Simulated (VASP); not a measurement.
# InP (I-4m2) in VASP: a series of runs, part 2 of 2

VASP 6.6.1. The steps go on from the part before.

**5. Single point, PBE, collinear spin, ferromagnetic start**

This run uses another cell than the first one, of 26.45 Å³/atom, 0.956 times its volume.

Input file INCAR:

```
SYSTEM = InP
  PREC = Accurate
  ENCUT = 520
  EDIFF = 1E-6
  ISMEAR = 0
  SIGMA = 0.05
  LREAL = .False.
  LASPH = .True.
  NELM = 150
  ALGO = Normal
  ISIF = 2
  LWAVE = .False.
  LCHARG = .False.
  ISPIN = 2
  MAGMOM = 2 1
  LORBIT = 11
  GGA = PE
  NBANDS = 20
```

Input file KPOINTS:

```
Automatic mesh
0
Gamma
  10 10 10
  0 0 0
```

Input file POSCAR:

```
InP
1.0
    0.0000000000      3.0247347168      2.8906331776
    3.0247347168      0.0000000000      2.8906331776
    3.0247347168      3.0247347168      0.0000000000
In P
1 1
Direct
    0.0000000000      0.0000000000      0.0000000000
    0.7500000000      0.7500000000      0.7500000000
```

Potentials or basis: VASP PAW PBE potentials, release 64 (In_d, P).

Run with:

```bash
$ cat potpaw_PBE.64/In_d/POTCAR potpaw_PBE.64/P/POTCAR > POTCAR
$ mpirun -np 1 vasp_std > vasp.out
```

OUTCAR:

```text
SYSTEM = InP
   PREC = Accurate
   ENCUT = 520
   EDIFF = 1E-6
   ISMEAR = 0
   LREAL = .False.
   LASPH = .True.
   NELM = 150
   ISIF = 2
   ISPIN = 2
   LORBIT = 11
   GGA = PE

 ion  position               nearest neighbor table
   1  0.000  0.000  0.000-   2 2.58   2 2.58   2 2.58   2 2.58
   2  0.750  0.750  0.750-   1 2.58   1 2.58   1 2.58   1 2.58

  LATTYP: Found a body centered tetragonal cell.
 ALAT       =     4.2776208591
 C/A-ratio  =     1.3515144389

  Lattice vectors:

 A1 = (   0.0000000000,  -3.0247347168,  -2.8906331776)
 A2 = (   0.0000000000,   3.0247347168,  -2.8906331776)
 A3 = (   3.0247347168,   0.0000000000,   2.8906331776)

Analysis of symmetry for initial positions (statically):
=====================================================================
 Subroutine PRICEL returns:
 Original cell was already a primitive cell.

 Routine SETGRP: Setting up the symmetry group for a
 body centered tetragonal supercell.

 Subroutine GETGRP returns: Found  8 space group operations
 (whereof  8 operations were pure point group operations)
[... 746 lines left out ...]
  band No.  band energies     occupation
      1      -9.4420      1.00000
      2      -9.4420      1.00000
      3      -9.4235      1.00000
      4      -9.3125      1.00000
      5      -9.3042      1.00000
      6      -6.5240      1.00000
[... 541 lines left out ...]
     19      19.4638      0.00000
     20      19.9268      0.00000

 [... further k-points ...]
[... 5 lines left out ...]
  --------------------------------------------------------------------------------------
  -------------------------------------------------------------------------------------
  Total       -0.2105847     -0.2105847      0.3534673      0.0000000      0.0000000     -0.0000000
  in kB       -6.3788127     -6.3788127     10.7068631      0.0000000      0.0000000     -0.0000000
  external PRESSURE =      -0.6835874 kB  Pullay stress =       0.0000000 kB

 VOLUME and BASIS-vectors are now :
 -----------------------------------------------------------------------------
  energy-cutoff  :      520.00
  volume of cell :       52.89
      direct lattice vectors                 reciprocal lattice vectors
     0.000000000  3.024734717  2.890633178    -0.165303753  0.165303753  0.172972484
     3.024734717  0.000000000  2.890633178     0.165303753 -0.165303753  0.172972484
     3.024734717  3.024734717  0.000000000     0.165303753  0.165303753 -0.172972484

 POSITION                                       TOTAL-FORCE (eV/Angst)
 -----------------------------------------------------------------------------------
      0.00000      0.00000      0.00000        -0.000000     -0.000000     -0.000000
      4.53710      4.53710      4.33595         0.000000      0.000000      0.000000
 -----------------------------------------------------------------------------------
    total drift:                                0.000000      0.000000      0.000000

  FREE ENERGIE OF THE ION-ELECTRON SYSTEM (eV)
  ---------------------------------------------------
  free  energy   TOTEN  =        -8.3992217782 eV

  energy  without entropy=       -8.3992217731  energy(sigma->0) =       -8.39922178

 total charge

# of ion       s       p       d       tot
------------------------------------------
    1        0.826   0.715   9.893  11.434
    2        1.035   1.467   0.000   2.502
--------------------------------------------------
tot          1.861   2.182   9.893  13.936

 magnetization (x)

# of ion       s       p       d       tot
------------------------------------------
    1       -0.000   0.000  -0.000  -0.000
    2        0.000  -0.000   0.000  -0.000
--------------------------------------------------
tot         -0.000   0.000  -0.000  -0.000
```

stdout:

```text
POSCAR found type information on POSCAR InP
 POSCAR found :  2 types and       2 ions
 scaLAPACK will be used
 LDA part: xc-table for (Slater+PW92), standard interpolation
 POSCAR, INCAR and KPOINTS ok, starting setup
 FFT: planning ... GRIDC
 FFT: planning ... GRID_SOFT
 FFT: planning ... GRID
 WAVECAR not read
 entering main loop
```

It took 2.9 min on 1 thread of Intel Xeon Platinum 8259CL at 2.50GHz (Skylake/Cascade Lake), shared host; peak memory 0.31 GiB.

Results:

```yaml
Free_energy: -8.3992 eV
Pressure: -0.1 GPa
Band_gap_on_the_k_mesh: 0.31 eV, direct
Net_moment: 0.00 μB per cell
Valence_electrons_inside_the_program's_atomic_spheres: In 11.43; P 2.50
```

Levels at points of the mesh, in eV from the valence-band top:
Spin up:
```tsv
k point	band 6	band 7	band 8	band 9	band 10	band 11	band 12	band 13
(0.00, 0.00, 0.00)	-11.31	-0.19	-0.19	0.00	0.31	3.93	4.00	4.00
(0.50, 0.00, 0.00)	-9.75	-5.60	-1.16	-0.89	1.23	4.54	4.85	6.88
(0.50, 0.50, 0.00)	-9.06	-5.49	-2.44	-2.44	1.58	1.88	9.05	9.12
(0.50, 0.00, 0.50)	-9.20	-5.75	-2.20	-2.18	1.80	2.27	8.62	8.94
```
Spin down:
| k point | band 6 | band 7 | band 8 | band 9 | band 10 | band 11 | band 12 | band 13 |
| --- | --- | --- | --- | --- | --- | --- | --- | --- |
| (0.00, 0.00, 0.00) | -11.31 | -0.19 | -0.19 | 0.00 | 0.31 | 3.93 | 4.00 | 4.00 |
| (0.50, 0.00, 0.00) | -9.75 | -5.60 | -1.16 | -0.89 | 1.23 | 4.54 | 4.85 | 6.88 |
| (0.50, 0.50, 0.00) | -9.06 | -5.49 | -2.44 | -2.44 | 1.58 | 1.88 | 9.05 | 9.12 |
| (0.50, 0.00, 0.50) | -9.20 | -5.75 | -2.20 | -2.18 | 1.80 | 2.27 | 8.62 | 8.94 |

Caveat: spin-orbit coupling is left out, which moves the levels of the heavy elements.

**6. The runs side by side**

```tsv
spin	cell	gap on the mesh (eV)	pressure (GPa)
off	a = 4.247, b = 4.247, c = 4.341 Å, angles 59.3, 59.3, 61.5°, 2 atoms	0.07	-2.4
off	a = 4.278, b = 4.278, c = 4.341 Å, angles 59.5, 59.5, 61.0°, 2 atoms	0.03	-3.1
off	a = 4.152, b = 4.152, c = 4.214 Å, angles 59.5, 59.5, 61.0°, 2 atoms	0.51	1.8
collinear, ferromagnetic start	a = 4.184, b = 4.184, c = 4.278 Å, angles 59.3, 59.3, 61.5°, 2 atoms	0.31	-0.1
```

Alike in all rows: task single point; level PBE; potentials or basis VASP PAW PBE potentials, release 64 (In_d, P); k mesh 10 × 10 × 10; cutoff (eV) 520; smearing gaussian 0.05 eV.

Caveats: spin-orbit coupling is left out, which moves the levels of the heavy elements.

Total energies depend on the potentials used, so only differences within one code and one set of settings carry meaning.
